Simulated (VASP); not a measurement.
Wanted: the native input for a VASP 6.6.1 run.

- Task: single point
- Functional: PBE
- Dispersion: D3(BJ)
- Potentials or basis: VASP PAW PBE potentials, release 64 (Sr_sv)
- Cutoff: 520 eV
- k mesh: 6 × 6 × 8
- Occupations: gaussian, width 0.03 eV
- Spin: no spin polarisation
- Dipole correction: no
- Further INCAR settings: ALGO = Normal; EDIFF = 1e-06; NBANDS = 11

The structure of Sr lies in POSCAR:

```
Sr
1.0
   10.6440391530      0.0000000000      0.0000000000
   -5.3220195765      9.2180083054      0.0000000000
    0.0000000000      0.0000000000      4.7111467403
Sr
1
Direct
    0.0000000000      0.0000000000      0.0000000000
```

This isn't the form of Sr at room conditions, which is fcc.

This cell differs from its parent crystal: ratio of the length along z to the lengths across it x 1.1, volume and fractional coordinates fixed.

These files were run (other wordings do the same):

INCAR

```
PREC = Accurate
ENCUT = 520
EDIFF = 1E-6
ISMEAR = 0
SIGMA = 0.03
LREAL = F
LASPH = T
NELM = 100
ALGO = Normal
ISIF = 2
LWAVE = F
LCHARG = T
GGA = PE
IVDW = 12
LELF = T
LVHAR = T
NBANDS = 11
```

KPOINTS

```
Automatic mesh
0
Gamma
  6 6 8
```

Potentials or basis: VASP PAW PBE potentials, release 64 (Sr_sv).

The run is started by

```sh
$ cat potpaw_PBE.64/Sr_sv/POTCAR > POTCAR
$ mpirun -np 1 vasp_std > vasp.out
```

Results of the run:

```yaml
Pressure: 0.0 GPa
Band_gap_on_the_k_mesh: 0.44 eV (least direct gap 0.46 eV)
Dispersion_energy_per_atom: -0.103 eV
```

It took 98 s on 1 thread of Intel(R) Xeon(R) 6975P-C (Granite Rapids), on a shared host, peak memory 0.62 GiB.
